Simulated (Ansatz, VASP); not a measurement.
MgB, level by level in two programs

```
CELL_PARAMETERS angstrom
2.89515 0.00000 0.00000
0.00000 2.89515 0.00000
0.00000 0.00000 2.89515
ATOMIC_POSITIONS crystal
Mg 0.00000 0.00000 0.00000
B 0.50000 0.50000 0.50000
```

Single points on this cell with VASP 6.6.1 and Ansatz 0.2.0. Each row is one pair of runs. Alike in all rows: spin: off; VASP's potentials, cutoff: VASP PAW PBE potentials, release 64 (Mg, B), 520 eV.

```csv
level,k mesh,smearing,"Ansatz's potentials, cutoff","gap on the k mesh at the Fermi level (eV), VASP","gap on the k mesh at the Fermi level (eV), Ansatz","pressure (GPa), VASP","pressure (GPa), Ansatz"
r2SCAN0,5 × 5 × 5,"fermi-dirac, width 0.05 eV","Ansatz PAW, 500 eV",none,none,-1.7,-1.2
PBE,9 × 9 × 9,"gaussian, width 0.029 eV","Ansatz PAW, 420 eV",none,none,0.1,0.4
PBE,9 × 9 × 9,"gaussian, width 0.03 eV","Ansatz PAW, 420 eV",none,none,0.1,0.3
PBE,3 × 3 × 3,"fermi-dirac, width 0.05 eV","Ansatz PAW, 420 eV",none,none,-0.6,-0.4
PBE,13 × 13 × 13,"fermi-dirac, width 0.05 eV","Ansatz PAW, 420 eV",none,none,-0.1,0.2
PBE,5 × 5 × 5,"fermi-dirac, width 0.05 eV","Ansatz PAW, 420 eV",?,none,?,0.7
PBE-based global hybrid,5 × 5 × 5,"fermi-dirac, width 0.05 eV","Ansatz PAW, 420 eV",none,none,-0.3,-0.1
```

Fill in what VASP gave in row 6.

gap on the k mesh at the Fermi level (eV): none; pressure (GPa): 0.5.

VASP's potentials hold 5 valence electrons a cell and Ansatz's 13, so a difference there can come from the potentials and not from the codes.

A gap of «none» marks a metal or a gap that the smearing closes.

The k mesh is coarse in some rows, so the values compare programs but aren't converged.
